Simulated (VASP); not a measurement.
Crystal: BaCd3Se4.

```
CELL_PARAMETERS angstrom
5.76993 0.00000 0.00000
-2.88496 4.99691 0.00000
0.00000 0.00000 8.55588
ATOMIC_POSITIONS crystal
Ba 0.00000 0.00000 0.00000
Cd 0.47416 0.00000 0.00000
Cd 0.00000 0.47416 0.00000
Cd 0.52584 0.52584 0.00000
Se 0.33333 0.66667 0.67312
Se 0.33333 0.66667 0.32688
Se 0.66667 0.33333 0.32688
Se 0.66667 0.33333 0.67312
```

The cell was generated, and may not be a known phase.

```yaml
Program: VASP 6.6.1
Task: relaxation of cell and atoms
Functional: PBE
Potentials_or_basis: VASP PAW PBE potentials, release 64 (Ba_sv, Cd, Se)
Cutoff: 600 eV
k_mesh: 3 × 3 × 2
Occupations: gaussian, width 0.15 eV
Spin: no spin polarisation
```

At the start: pressure 4.9 GPa; volume 30.84 Å³/atom.

How do energy, volume and symmetry change on relaxing?

Over 20 steps the energy falls by 871.6 meV/atom and the volume is 38.27 Å³/atom (+24.1 %); space group P-62m (No. 189, to 0.1 Å) before, P6/mmm (No. 191, to 0.1 Å).

Step by step:
```
step  energy change (eV)  largest force (eV/Å)  pressure (GPa)  volume (Å³)
   1              0.0000                1.6895            4.85       246.68
   2             -3.9319                1.0541           -0.93       278.38
   3             -5.8949                0.0939           -1.74       308.19
   4             -5.9612                0.3995           -1.47       312.82
   5             -5.9549                0.2750           -1.55       311.76
   6             -6.0924                1.4507            0.33       292.79
   7             -6.0935                1.3555            0.18       294.10
   8             -6.2122                1.5057            0.42       287.78
   9             -6.4732                1.2631            2.30       269.27
  10             -6.6697                0.4379            1.63       272.15
  11             -6.7209                0.2015            1.22       276.46
  12             -6.7248                0.1521            1.24       275.78
  13             -6.7918                0.0665            0.64       282.10
  14             -6.8613                0.1366           -0.54       297.09
  15             -6.8625                0.1632           -0.69       299.17
  16             -6.9080                0.2860           -0.30       298.73
  17             -6.9232                0.3998            0.10       298.21
  18             -6.9521                0.2572            0.24       298.95
  19             -6.9670                0.0182            0.47       299.95
  20             -6.9730                0.0309           -0.15       306.17
```

Final structure:
```yaml
crystal:
  lattice:
    - [7.57805, 0.00000, 0.00000]
    - [-3.78903, 6.56278, 0.00000]
    - [0.00000, 0.00000, 6.15624]
  atoms:
    - { symbol: Ba, position: [0.00000, 0.00000, 0.00000] }
    - { symbol: Cd, position: [0.50408, 0.00000, 0.00000] }
    - { symbol: Cd, position: [0.00000, 0.50408, 0.00000] }
    - { symbol: Cd, position: [0.49592, 0.49592, 0.00000] }
    - { symbol: Se, position: [0.33333, 0.66667, 0.72205] }
    - { symbol: Se, position: [0.33333, 0.66667, 0.27795] }
    - { symbol: Se, position: [0.66667, 0.33333, 0.27795] }
    - { symbol: Se, position: [0.66667, 0.33333, 0.72205] }
```

Caveat: the k points lie up to 0.51 Å⁻¹ apart in the final cell, too coarse for converged energies and pressures of a metal; the volume moved by over 15 % at a fixed basis, so the end points are rough.
